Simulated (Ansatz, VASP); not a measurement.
# Two plane-wave programs on TePb

POSCAR

```
TePb
1.0
    0.0000000000      3.2270000000      3.2270000000
    3.2270000000      0.0000000000      3.2270000000
    3.2270000000      3.2270000000      0.0000000000
Te Pb
1 1
Direct
    0.4917829240      0.5000000000      0.5000000000
    0.0000000000      0.0000000000      0.0000000000
```

Contents of INCAR.step1:

```
SYSTEM = TePb
PREC = Accurate ; ENCUT = 520
ISMEAR = 0 ; SIGMA = 0.05
LREAL = .False. ; LASPH = .True.
NELM = 80 ; NBANDS = 17
GGA = PE ; ALGO = Normal
EDIFF = 1E-4 ; LWAVE = .True.
LCHARG = .False.
```

INCAR.step2

```
SYSTEM = TePb
PREC = Accurate ; ENCUT = 520
EDIFF = 1E-6 ; ISMEAR = 0
SIGMA = 0.05 ; LREAL = .False.
LASPH = .True. ; NELM = 80
ALGO = Normal ; ISIF = 2
LWAVE = .False. ; LCHARG = .False.
METAGGA = R2SCAN ; LMIXTAU = .True.
NBANDS = 17 ; ISTART = 1
```

File KPOINTS:

```
regular mesh
0
Gamma
  8 8 8
  0 0 0
```

Input for Ansatz:

```yaml
crystal:
  lattice:
    - [0.0, 3.227, 3.227]
    - [3.227, 0.0, 3.227]
    - [3.227, 3.227, 0.0]
  atoms:
    - { symbol: Te, position: [0.491782924, 0.5, 0.5] }
    - { symbol: Pb, position: [0.0, 0.0, 0.0] }
basis:
  ecutwfc: 500
kpoints:
  mp_grid: { grid: [8, 8, 8] }
hamiltonian:
  xc: r2scan
scf:
  occupations: { method: gaussian, width: 0.05 }
output:
  forces: true
  stress: true
  eigenvalues: true
```

Change from the starting cell: all Te atoms moved +0.037 Å, as atom 1 towards its neighbour atom 1 (Te) at 4.564 Å.

Alike in both runs: task single point; functional r2SCAN; k mesh 8 × 8 × 8; occupations gaussian, width 0.05 eV; no spin polarisation.

|  | VASP | Ansatz |
| --- | --- | --- |
| version | VASP 6.6.1 | Ansatz 0.2.0 |
| potentials or method | VASP PAW PBE potentials, release 64 (Te, Pb_d), cutoff 520 eV | scalar-relativistic, plane waves, PAW |
| valence electrons in the cell | 20 | 30 |

Ansatz gave:

```
gap on the k mesh at the Fermi level (eV) : 1.01
least direct gap on the mesh (eV)         : 1.01
pressure (GPa)                            : 1.7
rms of the force components (eV/Å)        : 0.010
```

Problem. Which values does VASP return?

Solution. gap on the k mesh at the Fermi level (eV): 1.01; least direct gap on the mesh (eV): 1.01; pressure (GPa): 1.7; rms of the force components (eV/Å): 0.011.

VASP's potentials were made for PBE, not for r2SCAN. Atom by atom the forces differ by 0.001 eV/Å (rms over components). VASP's potentials hold 20 valence electrons a cell and Ansatz's 30, so a difference there can come from the potentials and not from the codes.

Neither program's run includes spin-orbit coupling.
